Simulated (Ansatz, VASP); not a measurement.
# Two plane-wave programs on Si8Ni4B

```
Si Ni B
1.0
     5.44288    0.00000    0.00000
     0.00000    5.44288    0.00000
     0.00000    0.00000    5.44288
Si Ni B
8 4 1
Direct
  0.28938 0.20041 0.25368
  0.20454 0.72706 0.80972
  0.70356 0.24581 0.72097
  0.68390 0.79962 0.28238
  0.19752 0.27121 0.75961
  0.21441 0.72967 0.27267
  0.88836 0.40022 0.15863
  0.71318 0.76293 0.78268
  0.97914 0.01242 0.02246
  0.95338 0.53257 0.53373
  0.42802 0.97696 0.56511
  0.49679 0.49552 0.02655
  0.63452 0.14216 0.11694
```

Alike in both runs: task single point; functional LDA; k mesh 3 × 3 × 3; occupations methfessel-paxton of order 1, width 0.1 eV; no spin polarisation.

|  | VASP | Ansatz |
| --- | --- | --- |
| version | VASP 6.6.1 | Ansatz 0.2.0 |
| potentials or method | VASP PAW LDA potentials, release 64 (Si, Ni, B), cutoff 520 eV | plane-wave PAW DFT |
| valence electrons in the cell | 75 | 107 |

|  | VASP | Ansatz | Ansatz less VASP |
| --- | --- | --- | --- |
| rms of the force components (eV/Å) | 0.063 | 0.070 | +0.0075 |

Ansatz warns that its potentials were made for another functional, while VASP's fit it. LDA's correlation is that of Perdew and Zunger in VASP and of Perdew and Wang (1992) in Ansatz. Atom by atom the forces differ by 0.008 eV/Å (rms over components). VASP's potentials hold 75 valence electrons a cell and Ansatz's 107, so a difference there can come from the potentials and not from the codes.

The k mesh is coarse, so the values compare programs but aren't converged.
